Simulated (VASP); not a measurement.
# Re (I4_1/amd) in VASP: further runs, part 2 of 2

VASP 6.6.1. The steps go on from the part before.

### Step 4. Relaxation of cell and atoms, PBE

This run uses another cell than the first one, of 15.40 Å³/atom.

INCAR reads:

```
  PREC = Accurate
  ENCUT = 560
  EDIFF = 1E-7
  ISMEAR = -1
  SIGMA = 0.1
  LREAL = F
  LASPH = T
  NELM = 120
  ALGO = Normal
  ISIF = 3
  LWAVE = F
  LCHARG = F
  GGA = PE
  IBRION = 2
  NSW = 60
  EDIFFG = -0.005
  GGA_COMPAT = F
  NELMIN = 4
```

KPOINTS reads:

```
regular mesh
0
Gamma
  18 18 18
```

POSCAR reads:

```
Re
1.0
   -2.4103326608      2.4103326608      1.3256829634
    2.4103326608     -2.4103326608      1.3256829634
    2.4103326608      2.4103326608     -1.3256829634
Re
2
Direct
   -0.3750000000     -0.1250000000     -0.2500000000
    0.3750000000      0.1250000000      0.2500000000
```

Potentials or basis: VASP PAW PBE potentials, release 64 (Re_sv_GW).

On the command line:

```console
$ cat potpaw_PBE.64/Re_sv_GW/POTCAR > POTCAR
$ mpirun -np 1 vasp_std > vasp.out
```

OUTCAR:

```text
PREC = Accurate
   ENCUT = 560
   EDIFF = 1E-7
   ISMEAR = -1
   LREAL = F
   LASPH = T
   NELM = 120
   ISIF = 3
   GGA = PE
   IBRION = 2
   NSW = 60
   EDIFFG = -0.005
   NELMIN = 4

 ion  position               nearest neighbor table
   1  0.625  0.875  0.750-   2 2.50   2 2.50   2 2.50   2 2.50   2 3.12   2 3.12   2 3.12   2 3.12

   2  0.375  0.125  0.250-   1 2.50   1 2.50   1 2.50   1 2.50   1 3.12   1 3.12   1 3.12   1 3.12

  LATTYP: Found a body centered tetragonal cell.
 ALAT       =     4.8206653216
 C/A-ratio  =     0.5500000000

  Lattice vectors:

 A1 = (  -2.4103326608,   2.4103326608,   1.3256829634)
 A2 = (   2.4103326608,  -2.4103326608,   1.3256829634)
 A3 = (   2.4103326608,   2.4103326608,  -1.3256829634)

Analysis of symmetry for initial positions (statically):
=====================================================================
 Subroutine PRICEL returns:
 Original cell was already a primitive cell.

 Routine SETGRP: Setting up the symmetry group for a
 body centered tetragonal supercell.

 Subroutine GETGRP returns: Found 16 space group operations
 (whereof  4 operations were pure point group operations)
 out of a pool of 16 trial point group operations.

The static configuration has the point symmetry C_2h.
 The point group associated with its full space group is D_4h.

Analysis of symmetry for dynamics (positions and initial velocities):
=====================================================================
[... 194 lines left out ...]

 number of electron      29.9999993 magnetization

 E-fermi :   8.3707     XC(G=0): -12.1603

 val. band max:        8.3694023687   @ k =  -0.4444  -0.4444   0.1667
 cond. band min:       8.3720068664   @ k =  -0.3333   0.2222   0.0556
 fundamental gap:      0.0026044977
 Fermi energy:         8.3706827567

 k-point     1 :       0.0000    0.0000    0.0000
  band No.  band energies     occupation
      1     -71.9795      2.00000
      2     -71.9262      2.00000
      3     -33.9269      2.00000
      4     -33.9269      2.00000
      5     -33.5154      2.00000
      6     -33.5154      2.00000
[... 584 lines left out ...]
  FREE ENERGIE OF THE ION-ELECTRON SYSTEM (eV)
  ---------------------------------------------------
  free  energy   TOTEN  =       -26.0591269340 eV

  energy  without entropy=      -25.9894737747  energy(sigma->0) =      -26.02430035

[... ionic steps 4 to 7 ...]

--------------------------------------- Ionic step        8  -------------------------------------------

 number of electron      30.0000000 magnetization

------------------------ aborting loop because EDIFF is reached ----------------------------------------
[... 67 lines left out ...]
--------------------------------------- Ionic step       10  -------------------------------------------

 number of electron      30.0000000 magnetization

 Free energy of the ion-electron system (eV)
  ---------------------------------------------------
  ext. energy  EPLUGINS =         0.00000000
  ---------------------------------------------------
  free energy    TOTEN  =       -26.09340894 eV

  energy without entropy =      -26.02732442  energy(sigma->0) =      -26.06036668

 E-fermi :  11.8200     XC(G=0): -13.4726

 val. band max:       11.8064560365   @ k =  -0.3333  -0.4444   0.2222
 cond. band min:      11.8203552568   @ k =   0.5000   0.2778   0.0556
 fundamental gap:      0.0138992203
 Fermi energy:        11.8199937919

 k-point     1 :       0.0000    0.0000    0.0000
  band No.  band energies     occupation
      1     -68.5602      2.00000
      2     -68.3902      2.00000
      3     -30.8017      2.00000
      4     -30.8017      2.00000
      5     -29.8458      2.00000
      6     -29.8458      2.00000
[... 548 lines left out ...]
  FREE ENERGIE OF THE ION-ELECTRON SYSTEM (eV)
  ---------------------------------------------------
  free  energy   TOTEN  =       -26.0934089426 eV

  energy  without entropy=      -26.0273244192  energy(sigma->0) =      -26.06036668

 reached required accuracy - stopping structural energy minimisation
```

OSZICAR:

```text
N       E                     dE             d eps       ncg     rms          rms(c)
DAV:   1     0.313553993353E+03    0.31355E+03   -0.22076E+04 18536   0.174E+03
[... 118 lines left out ...]
DAV:   2    -0.260934186903E+02    0.62304E-04   -0.15325E-04 18652   0.105E-01    0.369E-02
DAV:   3    -0.260934078611E+02    0.10829E-04   -0.27760E-05 23445   0.422E-02    0.103E-02
DAV:   4    -0.260934077725E+02    0.88584E-07   -0.25111E-06 22633   0.135E-02    0.121E-02
DAV:   5    -0.260934083667E+02   -0.59421E-06   -0.26116E-07 17278   0.410E-03    0.994E-03
DAV:   6    -0.260934087674E+02   -0.40068E-06   -0.53072E-08  9641   0.176E-03    0.349E-03
DAV:   7    -0.260934089709E+02   -0.20355E-06   -0.25065E-08  9375   0.142E-03    0.707E-04
DAV:   8    -0.260934089426E+02    0.28332E-07   -0.33083E-09  9261   0.445E-04
  10 F= -.26093409E+02 E0= -.26060367E+02  d E =-.159488E-05
```

CONTCAR:

```text
Re
   1.00000000000000
    -2.5116799886680767    2.5116799886680767    1.3011523807964362
     2.5116799886680767   -2.5116799886680767    1.3011523807964362
     2.5116799886680767    2.5116799886680767   -1.3011523807964362
  Re
     2
Direct
     0.6250000000000000    0.8750000000000000    0.7500000000000000
     0.3750000000000000    0.1250000000000000    0.2500000000000000

  0.00000000E+00  0.00000000E+00  0.00000000E+00
  0.00000000E+00  0.00000000E+00  0.00000000E+00
```

It took 16 min on 1 thread of Intel Xeon 6975P-C (Granite Rapids), shared host; peak memory 0.42 GiB.

What came out:

- Free energy: -26.0934 eV
- Relaxed volume: 16.42 Å³/atom
- Relaxed cell: a = 3.783 Å, b = 3.783 Å, c = 3.783 Å, α = 96.79°, β = 96.79°, γ = 139.76°
- Space group after relaxing (to 0.1 Å): I4_1/amd (No. 141)
- Pressure after relaxing: 0.0 GPa
- Band gap on the k mesh: zero (bands 15 and 16 overlap by 2.10 eV)

Final structure:
```
Re
1.0
    -2.51168    2.51168    1.30115
     2.51168   -2.51168    1.30115
     2.51168    2.51168   -1.30115
Re
2
Cartesian
  2.5117 1.2558 0.9759
  0.0000 1.2558 0.3253
```

Levels at points of the mesh, in eV from the Fermi level:
| k point | band 11 | band 12 | band 13 | band 14 | band 15 | band 16 | band 17 | band 18 | band 19 |
| --- | --- | --- | --- | --- | --- | --- | --- | --- | --- |
| (0.00, 0.00, 0.00) | -4.86 | -4.81 | -3.86 | 1.21 | 1.21 | 1.24 | 1.24 | 3.44 | 4.95 |
| (0.50, 0.00, 0.00) | -4.28 | -3.56 | -1.45 | -1.42 | -0.71 | 0.94 | 1.91 | 2.25 | 5.93 |
| (0.50, 0.50, 0.00) | -3.98 | -3.98 | -2.31 | -2.31 | -0.59 | -0.59 | 2.11 | 2.11 | 2.35 |
| (0.50, 0.50, 0.50) | -3.71 | -3.71 | -1.07 | -1.07 | -0.07 | -0.07 | 1.64 | 1.64 | 1.69 |

Caveat: spin-orbit coupling is left out, which moves the levels of the heavy elements.

### Step 5. Single point, PBE (10.74 Å³/atom)

This run uses another cell than the first one, of 10.74 Å³/atom.

INCAR reads:

```
PREC = Accurate
ENCUT = 560
EDIFF = 1E-6
ISMEAR = -1
SIGMA = 0.1
LREAL = False
LASPH = True
NELM = 120
ALGO = Normal
ISIF = 2
LWAVE = False
LCHARG = True
GGA = PE
LELF = True
LVHAR = True
NBANDS = 22
GGA_COMPAT = False
```

KPOINTS is that of step 4.

POSCAR reads:

```
Re
1.0
   -2.1717727468      2.1717727468      1.1381064910
    2.1717727468     -2.1717727468      1.1381064910
    2.1717727468      2.1717727468     -1.1381064910
Re
2
Direct
   -0.3750000000     -0.1250000000     -0.2500000000
    0.3750000000      0.1250000000      0.2500000000
```

On the command line:

```console
$ cat potpaw_PBE.64/Re_sv_GW/POTCAR > POTCAR
$ mpirun -np 1 vasp_std > vasp.out
```

Run time: 7.4 min. Hardware: 1 thread of AMD EPYC 7R43 (Zen 3), shared host; peak memory 0.31 GiB.

It converged, with:

```yaml
Free_energy: -18.4315 eV
Pressure: 308.0 GPa
Band_gap_on_the_k_mesh: zero (bands 15 and 16 overlap by 3.84 eV)
```

Levels at points of the mesh, in eV from the Fermi level:
| k point | band 11 | band 12 | band 13 | band 14 | band 15 | band 16 | band 17 | band 18 | band 19 | band 20 |
| --- | --- | --- | --- | --- | --- | --- | --- | --- | --- | --- |
| (0.00, 0.00, 0.00) | -8.45 | -7.73 | -6.73 | 1.02 | 1.02 | 1.24 | 1.24 | 6.33 | 8.43 | 8.43 |
| (0.50, 0.00, 0.00) | -7.58 | -5.54 | -3.27 | -2.39 | 0.02 | 0.65 | 3.74 | 3.88 | 10.31 | 11.40 |
| (0.50, 0.50, 0.00) | -6.54 | -6.54 | -3.38 | -3.38 | -0.61 | -0.61 | 3.24 | 3.24 | 3.72 | 3.72 |
| (0.50, 0.50, 0.50) | -6.24 | -6.24 | -1.15 | -1.15 | -0.64 | -0.64 | 2.38 | 2.38 | 2.76 | 2.76 |

Caveat: the cell stands under pressure; spin-orbit coupling is left out, which moves the levels of the heavy elements.
